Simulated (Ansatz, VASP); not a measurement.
## Two plane-wave programs on Pb8CS8O

```
CELL_PARAMETERS angstrom
8.49804 0.00000 0.00000
0.00000 8.49804 0.00000
0.00000 0.00000 20.71663
ATOMIC_POSITIONS crystal
Pb 0.25000 0.25000 0.19308
Pb 0.25000 0.75000 0.19308
Pb 0.75000 0.25000 0.19308
Pb 0.75000 0.75000 0.19308
Pb 0.00000 0.00000 0.32421
Pb 0.00000 0.50000 0.32421
Pb 0.50000 0.00000 0.32421
Pb 0.50000 0.50000 0.32421
S 0.00000 0.00000 0.19308
S 0.00000 0.50000 0.19308
S 0.50000 0.00000 0.19308
S 0.50000 0.50000 0.19308
S 0.25000 0.25000 0.32310
S 0.25000 0.75000 0.32310
S 0.75000 0.25000 0.32310
S 0.75000 0.75000 0.32310
C 0.65757 0.00000 0.46903
O 0.84243 0.00000 0.46903
```

Alike in both runs: task single point; functional PBE; k mesh 3 × 3 × 1; occupations gaussian, width 0.05 eV; no spin polarisation.

|  | VASP | Ansatz |
| --- | --- | --- |
| version | VASP 6.6.1 | Ansatz 0.2.0 |
| potentials or method | VASP PAW PBE potentials, release 64 (Pb_d, S, C, O), cutoff 520 eV | scalar-relativistic, plane waves, PAW |
| valence electrons in the cell | 170 | 170 |

```tsv
	VASP	Ansatz	Ansatz less VASP
gap on the k mesh at the Fermi level (eV)	0.48	0.49	+0.002
least direct gap on the mesh (eV)	0.51	0.51	+0.002
rms of the force components (eV/Å)	2.180	2.199	+0.0186
```

Spin-orbit coupling is off throughout.
